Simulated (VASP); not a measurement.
A run of VASP 6.6.1 is set up as follows.

The input INCAR:

```
PREC = Accurate ; ENCUT = 520
EDIFF = 1E-6 ; ISMEAR = 0
SIGMA = 0.05 ; LREAL = F
LASPH = T ; NELM = 150
ALGO = Normal ; ISIF = 2
LWAVE = F ; LCHARG = F
ISPIN = 2 ; MAGMOM = 0 0 0 0 0 0 0 0 0 0 0 0 1
LORBIT = 11 ; LDIPOL = T
IDIPOL = 3 ; DIPOL = 0.5 0.5 0.302
GGA = PE ; IVDW = 12
NBANDS = 40 ; KPAR = 4
```

The input KPOINTS:

```
regular mesh
0
Gamma
  6 7 1
```

The input POSCAR:

```
HC12
1.0
    4.9311586502      0.0000000000      0.0000000000
    0.0000000000      4.0098697767      0.0000000000
    0.0000000000      0.0000000000     21.6014232414
C H
12 1
Direct
    0.2500000000      0.3776970832      0.1851729840
    0.7500000000      0.3776970832      0.1851729840
    0.0000000000      0.4720802753      0.2130426460
    0.5000000000      0.4720802753      0.2130426460
    0.0000000000      0.6609562027      0.2688143161
    0.5000000000      0.6609562027      0.2688143161
    0.2500000000      0.7503681903      0.2962457608
    0.7500000000      0.7503681903      0.2962457608
    0.2500000000      0.9412921293      0.3552728042
    0.7500000000      0.9412921293      0.3552728042
    0.0000000000      0.0234303656      0.3796705036
    0.5000000000      0.0234303656      0.3796705036
    0.1666666667      0.3567636989      0.5231795662
```

Potentials or basis: VASP PAW PBE potentials, release 64 (C, H).

Command:

```sh
$ cat potpaw_PBE.64/C/POTCAR potpaw_PBE.64/H/POTCAR > POTCAR
$ mpirun -np 4 vasp_std > vasp.out
```

Q: Predict the net moment.

A: 1.02 μB per cell.

Q: What does it give for the largest force?

A: 3.269 eV/Å.

Forces on the atoms (eV/Å):
```
C    0.001  0.859  1.478
C   -0.001  0.858  1.477
C   -0.005 -1.614 -2.842
C    0.005 -1.613 -2.840
C   -0.011  0.724  1.321
C    0.011  0.724  1.321
C   -0.001  0.022  0.024
C    0.002  0.011  0.009
C    0.002  0.019  0.031
C   -0.002 -0.033 -0.053
C   -0.033  0.026  0.066
C    0.032  0.033  0.070
H    0.001 -0.014 -0.060
```

Caveat: a moment this small can come from the mesh or the smearing.
